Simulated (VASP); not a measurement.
A run of VASP 6.6.1 is set up as follows.

The input INCAR:

```
  PREC = Accurate
  ENCUT = 520
  EDIFF = 1E-6
  ISMEAR = 0
  SIGMA = 0.1
  LREAL = False
  LASPH = True
  NELM = 100
  ALGO = Normal
  ISIF = 2
  LWAVE = False
  LCHARG = False
  LDIPOL = True
  IDIPOL = 3
  DIPOL = 0.5 0.5 0.305
  GGA = PE
  NBANDS = 36
```

KPOINTS

```
regular mesh
0
Gamma
  5 5 1
```

The input POSCAR:

```
Al6N
1.0
    5.7143028096      0.0000000000      0.0000000000
    0.0000000000      5.7143028096      0.0000000000
    0.0000000000      0.0000000000     22.1750227687
Al N
12 2
Direct
    0.2500000000      0.2500000000      0.1803831293
    0.2500000000      0.7500000000      0.1803831293
    0.7500000000      0.2500000000      0.1803831293
    0.7500000000      0.7500000000      0.1803831293
    0.0000000000      0.0000000000      0.2744094920
    0.0000000000      0.5000000000      0.2744094920
    0.5000000000      0.0000000000      0.2744094920
    0.5000000000      0.5000000000      0.2744094920
    0.2500000000      0.2500000000      0.3686590473
    0.2500000000      0.7500000000      0.3686590473
    0.7500000000      0.2500000000      0.3686590473
    0.7500000000      0.7500000000      0.3686590473
    0.4037502879      0.5000000000      0.4859080814
    0.5962497121      0.5000000000      0.4859080814
```

Potentials or basis: VASP PAW PBE potentials, release 64 (Al, N).

Command:

```bash
$ cat potpaw_PBE.64/Al/POTCAR potpaw_PBE.64/N/POTCAR > POTCAR
$ mpirun -np 1 vasp_std > vasp.out
```

(1) What does it give for the largest force?

(2) Predict the band gap on the k mesh.

Results:

(1) 3.105 eV/Å.

(2) zero (bands 23 and 24 overlap by 0.53 eV).

Caveat: the standard files for N, O and F lose accuracy on very short bonds.
